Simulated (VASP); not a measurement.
# CuAu: single point with PBE

The system is CuAu.

```
Cu Au
1.0
     2.95587    0.00000    0.00000
     0.00000    2.95587    0.00000
     0.00000    0.00000    3.29315
Cu Au
1 1
Direct
  0.50000 0.50000 0.50000
  0.00000 0.00000 0.00000
```

This cell differs from its parent crystal: ratio of the length along z to the lengths across it x 0.85, volume and fractional coordinates fixed.

- Program: VASP 6.6.1
- Task: single point
- Functional: PBE
- Potentials or basis: VASP PAW PBE potentials, release 64 (Cu, Au)
- Cutoff: 520 eV
- k mesh: 18 × 18 × 14
- Occupations: gaussian, width 0.15 eV
- Spin: no spin polarisation

The pressure is 6.6 GPa and the band gap on the k mesh is zero (band 11 reaches 13.73 eV, above the bottom of band 12 at 6.92 eV).

Stress tensor (GPa, compression positive):
```
6.45 0.00 0.00
0.00 6.45 0.00
0.00 0.00 6.93
```

Levels at points of the mesh, in eV from the Fermi level:
```tsv
k point	band 8	band 9	band 10	band 11	band 12	band 13	band 14	band 15
(0.00, 0.00, 0.00)	-2.07	-1.64	-1.51	-1.51	4.79	8.14	8.14	11.18
(0.50, 0.00, 0.00)	-2.85	-2.58	-2.32	-1.29	-0.96	11.62	11.65	13.02
(0.50, 0.50, 0.00)	-1.88	-1.30	-1.30	-0.19	-0.19	3.79	6.01	11.84
(0.00, 0.00, 0.50)	-2.55	-2.55	-2.49	-2.21	-1.94	13.34	13.82	13.82
(0.50, 0.00, 0.50)	-1.94	-1.42	-1.38	-0.90	-0.89	2.72	5.00	14.44
(0.50, 0.50, 0.50)	-2.15	-2.06	-1.87	4.85	5.27	5.63	5.63	6.21
```

Wall time 75 s on 1 thread of Intel(R) Xeon(R) 6975P-C (Granite Rapids), on a shared host, peak memory 0.34 GiB.

Caveat: spin-orbit coupling is left out, which moves the levels of the heavy elements.
